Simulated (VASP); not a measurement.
# CdSe in VASP: notebook

Runs on CdSe. Level: PBE. Tasks: single point.

Program: VASP 6.6.1. These are calculated values, not measurements. Logs are shortened: lines on timing, memory, paths and dates and some standing lists are left out, and cuts for length are marked.

**1. The cell of the first run**

The cell holds a disordered packing, 4 atoms: a = 4.535 Å, b = 5.147 Å, c = 4.769 Å, α = 74.45°, β = 81.37°, γ = 64.12°.

**2. Single point, PBE**

Input file INCAR:

```
SYSTEM = CdSe
PREC = Accurate
ENCUT = 520
EDIFF = 1E-6
ISMEAR = -1
SIGMA = 0.05
LREAL = .False.
LASPH = .True.
NELM = 60
ALGO = Normal
ISIF = 2
LWAVE = .False.
LCHARG = .True.
GGA = PE
LELF = .True.
LVHAR = .True.
NBANDS = 26
```

Input file KPOINTS:

```
Automatic mesh
0
Gamma
  3 3 3
  0 0 0
```

Input file POSCAR:

```
CdSe
1.0
    4.4795340000     -0.7065590000      0.0470510000
    2.9422370000      4.2102280000     -0.3284180000
    0.8818960000      1.2978200000      4.5034550000
Cd Se
2 2
Direct
    0.6480230610      0.0839734008      0.1196717283
    0.9778626265      0.5345582453      0.8589176833
   -0.0046039164      0.0971052549      0.5695248942
    0.4340280996      0.6025255857      0.3777206149
```

Potentials or basis: VASP PAW PBE potentials, release 64 (Cd, Se).

Started as:

```bash
cat potpaw_PBE.64/Cd/POTCAR potpaw_PBE.64/Se/POTCAR > POTCAR
mpirun -np 1 vasp_std > vasp.out
```

OUTCAR:

```text
SYSTEM = CdSe
   PREC = Accurate
   ENCUT = 520
   EDIFF = 1E-6
   ISMEAR = -1
   LREAL = .False.
   LASPH = .True.
   NELM = 60
   ISIF = 2
   GGA = PE

 ion  position               nearest neighbor table
   1  0.648  0.084  0.120-   3 2.85   3 2.88   4 2.95   4 2.95   2 3.07   2 3.10   2 3.18
   2  0.978  0.535  0.859-   3 2.88   4 2.91   3 2.91   1 3.07   1 3.10   1 3.18   4 3.19
   3  0.995  0.097  0.570-   4 2.75   4 2.78   1 2.85   1 2.88   2 2.88   2 2.91
   4  0.434  0.603  0.378-   3 2.75   3 2.78   2 2.91   1 2.95   1 2.95   2 3.19

  LATTYP: Found a triclinic cell.
 ALAT       =     9.2613020749
 B/A-ratio  =     1.3444015395
 C/A-ratio  =     0.7060132541
 COS(alpha) =     0.0004127602
 COS(beta)  =     0.5460362888
 COS(gamma) =     0.8281698204

  Lattice vectors:

 A1 = (   1.4049400000,   9.1270150000,  -0.7038870000)
 A2 = (   6.7663700000,   9.7182760000,   3.8466190000)
 A3 = (  -2.4191930000,   3.6189670000,  -4.8789240000)

Analysis of symmetry for initial positions (statically):
=====================================================================
 Subroutine PRICEL returns:
 Original cell was already a primitive cell.

 Routine SETGRP: Setting up the symmetry group for a
 triclinic supercell.

 Subroutine GETGRP returns: Found  1 space group operations
 (whereof  1 operations were pure point group operations)
 out of a pool of  2 trial point group operations.

The static configuration has the point symmetry C_1 .

Analysis of symmetry for dynamics (positions and initial velocities):
=====================================================================
 Subroutine PRICEL returns:
 Original cell was already a primitive cell.

 Routine SETGRP: Setting up the symmetry group for a
 triclinic supercell.

 Subroutine GETGRP returns: Found  1 space group operations
 (whereof  1 operations were pure point group operations)
 out of a pool of  2 trial point group operations.

The dynamic configuration has the point symmetry C_1 .

 Subroutine INISYM returns: Found  1 space group operations
 (whereof  1 operations are pure point group operations),
 and found     1 'primitive' translations

----------------------------------------------------------------------------------------

                                     Primitive cell

  volume of cell :      96.4155
[... 78 lines left out ...]
   LSORBIT =      F    spin-orbit coupling
   LASPH  =      T    aspherical Exc in radial PAW
   ENCUT  =  520.0 eV  38.22 Ry    6.18 a.u.   8.43  9.57  8.87*2*pi/ulx,y,z
   NELM   =     60;   NELMIN=  2; NELMDL= -5     # of ELM steps
   EDIFF  = 0.1E-05   stopping-criterion for ELM
   LREAL  =      F    real-space projection
   EDIFFG = 0.1E-04   stopping-criterion for IOM
   NSW    =      0    number of steps for IOM
   IBRION =     -1    ionic relax: 0-MD 1-quasi-New 2-CG
   NFREE  =      0    steps in history (QN), initial steepest desc. (CG)
   ISIF   =      2    stress and relaxation
   ISYM   =      2    0-nonsym 1-usesym 2-fastsym
   POTIM  = 0.5000    time-step for ionic-motion
   TEBEG  =    0.0;   TEEND  =   0.0 temperature during run
   PSTRESS=    0.0 pullay stress
   NELECT =      36.0000    total number of electrons
   NUPDOWN=      -1.0000    fix difference up-down
   EMIN   =  10.00;   EMAX   =-10.00  energy-range for DOS
   EFERMI =   0.00;   METHOD = LEGACY
   ISMEAR =    -1;   SIGMA  =   0.05  broadening in eV -4-tet -1-fermi 0-gaus
   EFERMI_NEDOS =   21; number of points for ismear=-14 and -15
   IALGO  =     38    algorithm
   IMIX   =      4    mixing-type and parameters
     AMIX     =   0.40;   BMIX     =  1.00
     AMIX_MAG =   1.60;   BMIX_MAG =  1.00
  volume/ion in A,a.u.               =      24.10       162.66
  Fermi-wavevector in a.u.,A,eV,Ry     =   1.178854  2.227711 18.907974  1.389697
  Thomas-Fermi vector in A             =   2.315175
   LORBIT       =      0    0 simple, 1 ext, 2 COOP (PROOUT), +10 PAW based schemes
   GGA     = PE    functional components
   LHFCALC =     F    Hartree Fock is set to
   AEXX    =    0.0000 exact exchange contribution
   IVDW    =     0    specifies the selected vdW correction
   LEPSILON=     F    determine dielectric tensor
   LRPA    =     F    only Hartree local field effects (RPA)
 non-spin polarized calculation
  energy-cutoff  :      520.00
  volume of cell :       96.42
 maximum number of plane-waves:      2613
 NGX is ok and might be reduce to    36
   NGX = 17   NGY = 19   NGZ = 17

 number of electron      36.0000002 magnetization

 Free energy of the ion-electron system (eV)
  ---------------------------------------------------
  ext. energy  EPLUGINS =         0.00000000
  ---------------------------------------------------
  free energy    TOTEN  =        -8.39711018 eV

  energy without entropy =       -8.39192633  energy(sigma->0) =       -8.39451825

 E-fermi :   3.2459     XC(G=0):  -9.9591

 val. band max:        3.0924962517   @ k =   0.3333   0.3333   0.3333
 cond. band min:       3.4240138426   @ k =  -0.0000   0.0000   0.3333
 fundamental gap:      0.3315175909
 Fermi energy:         3.2458872480

 k-point     1 :       0.0000    0.0000    0.0000
  band No.  band energies     occupation
      1     -11.5832      2.00000
      2      -8.8334      2.00000
      3      -5.8582      2.00000
      4      -5.8048      2.00000
      5      -5.6993      2.00000
      6      -5.6287      2.00000
[... 395 lines left out ...]
     25      10.0340      0.00000
     26      10.8939      0.00000

------------------------ aborting loop because EDIFF is reached ----------------------------------------

  FORCE on cell =-STRESS in cart. coord.  units (eV):
  Direction    XX          YY          ZZ          XY          YZ          ZX
  --------------------------------------------------------------------------------------
  -------------------------------------------------------------------------------------
  Total        0.8277557      2.6948310      0.8307074      0.9105092      0.2135875     -0.7320436
  in kB       13.7551671     44.7811490     13.8042168     15.1303183      3.5492733    -12.1646790
  external PRESSURE =      24.1135109 kB  Pullay stress =       0.0000000 kB

 VOLUME and BASIS-vectors are now :
 -----------------------------------------------------------------------------
  energy-cutoff  :      520.00
  volume of cell :       96.42
      direct lattice vectors                 reciprocal lattice vectors
     4.479534000 -0.706559000  0.047051000     0.201075541 -0.140432418  0.001094334
     2.942237000  4.210228000 -0.328418000     0.033635880  0.208803405 -0.066760428
     0.881896000  1.297820000  4.503455000     0.000352135  0.016694356  0.217171746

 POSITION                                       TOTAL-FORCE (eV/Angst)
 -----------------------------------------------------------------------------------
      3.25545      0.05099      0.54185        -0.321885      0.012645      0.146924
      6.71064      2.67442      3.73855        -0.029318     -0.193514      0.230658
      5.24688      0.44467      2.57977        -0.266953     -0.374194     -0.317427
      4.05013      2.72032      1.52359         0.618156      0.555063     -0.060156
 -----------------------------------------------------------------------------------
    total drift:                               -0.000276      0.000140     -0.000744

  FREE ENERGIE OF THE ION-ELECTRON SYSTEM (eV)
  ---------------------------------------------------
  free  energy   TOTEN  =        -8.3971101831 eV

  energy  without entropy=       -8.3919263254  energy(sigma->0) =       -8.39451825
```

stdout:

```text
POSCAR found type information on POSCAR CdSe
 POSCAR found :  2 types and       4 ions
 scaLAPACK will be used
 LDA part: xc-table for (Slater+PW92), standard interpolation
 POSCAR, INCAR and KPOINTS ok, starting setup
 FFT: planning ... GRIDC
 FFT: planning ... GRID_SOFT
 FFT: planning ... GRID
 WAVECAR not read
 entering main loop
```

It took 52 s on 1 thread of Intel Xeon 8259CL, shared host; peak memory 0.22 GiB.

Results:

```
Free energy            : -8.3971 eV
Pressure               : 2.4 GPa
Largest force          : 0.833 eV/Å
Band gap on the k mesh : zero (bands 18 and 19 overlap by 0.40 eV)
```

Forces on the atoms (eV/Å):
```
Cd  -0.322  0.013  0.147
Cd  -0.029 -0.194  0.231
Se  -0.267 -0.374 -0.317
Se   0.618  0.555 -0.060
```

Stress tensor (GPa, compression positive):
```
 1.38  1.51 -1.22
 1.51  4.48  0.35
-1.22  0.35  1.38
```

Caveat: the k points lie up to 0.51 Å⁻¹ apart.

**3. Single point, PBE**

This run uses another cell than the first one, of 27.30 Å³/atom.

Input file INCAR:

```
PREC = Accurate
ENCUT = 520
EDIFF = 1E-6
ISMEAR = -1
SIGMA = 0.05
LREAL = F
LASPH = T
NELM = 60
ALGO = Normal
ISIF = 2
LWAVE = F
LCHARG = F
GGA = PE
NBANDS = 26
```

Input file KPOINTS:

```
Automatic mesh
0
Gamma
  3 3 3
```

Input file POSCAR:

```
CdSe
1.0
    4.6693590000     -0.7365000000      0.0490450000
    3.0669180000      4.3886410000     -0.3423350000
    0.9192670000      1.3528160000      4.6942930000
Cd Se
2 2
Direct
    0.6469016865      0.0838071755      0.1211291746
    0.9770798292      0.5334214082      0.8614100009
    0.0023458162      0.0955055980      0.5697884342
    0.4377997822      0.6001092731      0.3744251835
```

Potentials or basis: VASP PAW PBE potentials, release 64 (Cd, Se).

Started as:

```bash
cat potpaw_PBE.64/Cd/POTCAR potpaw_PBE.64/Se/POTCAR > POTCAR
mpirun -np 1 vasp_std > vasp.out
```

It took 49 s on 1 thread of Intel Xeon 8259CL, shared host; peak memory 0.23 GiB.

Results (log left out):

| Property | Result |
| --- | --- |
| Free energy | -8.3348 eV |
| Pressure | -3.0 GPa |
| Largest force | 0.781 eV/Å |
| Band gap on the k mesh | zero (bands 18 and 19 overlap by 0.22 eV) |

Forces on the atoms (eV/Å):
```
Cd  -0.149  0.032  0.155
Cd   0.059 -0.183 -0.007
Se  -0.532 -0.307 -0.264
Se   0.622  0.457  0.117
```

Stress tensor (GPa, compression positive):
```
-2.93  0.80 -0.25
 0.80 -2.68 -0.24
-0.25 -0.24 -3.52
```

Levels at points of the mesh, in eV from the Fermi level:
```tsv
k point	band 16	band 17	band 18	band 19	band 20	band 21
(0.00, 0.00, 0.00)	-2.38	-2.05	-1.50	0.75	1.14	2.85
```

Caveat: the k points lie up to 0.49 Å⁻¹ apart.

**4. Single point, PBE**

This run uses another cell than the first one, of 30.22 Å³/atom.

Input file INCAR:

```
SYSTEM = CdSe
PREC     = Accurate       ! precision mode
ENCUT    = 520            ! plane-wave cutoff, eV
EDIFF    = 1E-6           ! SCF threshold, eV
ISMEAR   = -1             ! smearing method
SIGMA    = 0.05           ! smearing width, eV
LREAL    = .False.        ! projectors in reciprocal space
LASPH    = .True.         ! aspherical terms in the spheres
NELM     = 80             ! most SCF steps
ALGO     = Normal         ! electronic algorithm
ISIF     = 2              ! what is computed and relaxed
LWAVE    = .False.        ! write WAVECAR
LCHARG   = .False.        ! write CHGCAR
GGA      = PE             ! functional
NBANDS   = 26             ! bands
```

Input file KPOINTS:

```
Automatic mesh
0
Gamma
  3 3 3
  0 0 0
```

Input file POSCAR:

```
CdSe
1.0
    4.8300020000     -0.7618390000      0.0507320000
    3.1724310000      4.5396260000     -0.3541130000
    0.9508930000      1.3993580000      4.8557940000
Cd Se
2 2
Direct
    0.6455280943      0.0835404702      0.1223603875
    0.9763314111      0.5327240250      0.8644875086
    0.0089843941      0.0944010972      0.5688194061
    0.4403676041      0.5994246624      0.3705087852
```

Started as:

```bash
cat potpaw_PBE.64/Cd/POTCAR potpaw_PBE.64/Se/POTCAR > POTCAR
mpirun -np 1 vasp_std > vasp.out
```

Run time: 56 s. Hardware: 1 thread of Intel Xeon 8259CL, shared host; peak memory 0.24 GiB.

It converged, with:

- Free energy: -8.0013 eV
- Pressure: -5.4 GPa
- Largest force: 0.746 eV/Å
- Band gap on the k mesh: zero (bands 18 and 19 overlap by 0.12 eV)

Forces in eV/Å, atoms in the order of the input:
```
Cd  -0.055  0.058  0.177
Cd   0.083 -0.190 -0.130
Se  -0.657 -0.220 -0.237
Se   0.630  0.351  0.189
```

Stress tensor (GPa, compression positive):
```
-4.71  0.38  0.19
 0.38 -6.02 -0.60
 0.19 -0.60 -5.50
```

Levels at points of the mesh, in eV from the Fermi level:
```
           k point  band 14  band 15  band 16  band 17  band 18  band 19  band 20  band 21  band 22  band 23
(0.00, 0.00, 0.00)    -3.39    -2.61    -2.05    -1.75    -1.35     0.70     1.03     2.96     3.80     4.34
```

Caveat: the k points lie up to 0.48 Å⁻¹ apart.

**5. Summary**

| cell | gap on the mesh (eV) | pressure (GPa) | largest force (eV/Å) |
| --- | --- | --- | --- |
| a = 4.535, b = 5.147, c = 4.769 Å, angles 74.5, 81.4, 64.1°, 4 atoms, atomic positions A | none | 2.4 | 0.83 |
| a = 4.727, b = 5.365, c = 4.971 Å, angles 74.5, 81.4, 64.1°, 4 atoms, atomic positions B | none | -3.0 | 0.78 |
| a = 4.890, b = 5.550, c = 5.142 Å, angles 74.5, 81.4, 64.1°, 4 atoms, atomic positions C | none | -5.4 | 0.75 |

Alike in all rows: task single point; level PBE; potentials or basis VASP PAW PBE potentials, release 64 (Cd, Se); no spin polarisation; k mesh 3 × 3 × 3; cutoff (eV) 520; smearing fermi-dirac 0.05 eV.

Caveats: all runs use coarse meshes.

Absolute energies hang on the potentials; compare differences alone.
